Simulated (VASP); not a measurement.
The system is PbO2.

```
CELL_PARAMETERS angstrom
0.00000 2.70499 2.70499
2.70499 0.00000 2.70499
2.70499 2.70499 0.00000
ATOMIC_POSITIONS crystal
Pb 0.00000 0.00000 0.00000
O 0.25000 0.25000 0.25000
O 0.75000 0.75000 0.75000
```

| Quantity | Value |
| --- | --- |
| Program | VASP 6.6.1 |
| Task | relaxation of cell and atoms |
| Functional | r2SCAN |
| Potentials or basis | VASP PAW PBE potentials, release 64 (Pb_d, O) |
| Cutoff | 600 eV |
| k mesh | 8 × 8 × 8 |
| Occupations | fermi-dirac, width 0.02 eV |
| Spin | no spin polarisation |

At the start: pressure -6.5 GPa; volume 13.19 Å³/atom.

Task: Where does the relaxation end?

Result: Over 3 steps the energy falls by 13.0 meV/atom and the volume is 12.59 Å³/atom (-4.5 %); space group Fm-3m (No. 225, to 0.1 Å) before and after.

The path:
| step | energy change (eV) | largest force (eV/Å) | pressure (GPa) | volume (Å³) |
| --- | --- | --- | --- | --- |
| 1 | 0.0000 | 0.0000 | -6.53 | 39.58 |
| 2 | -0.0185 | 0.0000 | 5.68 | 36.58 |
| 3 | -0.0389 | 0.0000 | -0.02 | 37.78 |

Final structure:
```xyz
3
Lattice="0.0000 2.6633 2.6633 2.6633 0.0000 2.6633 2.6633 2.6633 0.0000" Properties=species:S:1:pos:R:3 pbc="T T T"
Pb    0.0000    0.0000    0.0000
O     1.3317    1.3317    1.3317
O     3.9950    3.9950    3.9950
```

Caveat: the PAW data sets were made with another functional, which shifts forces and pressure a little.
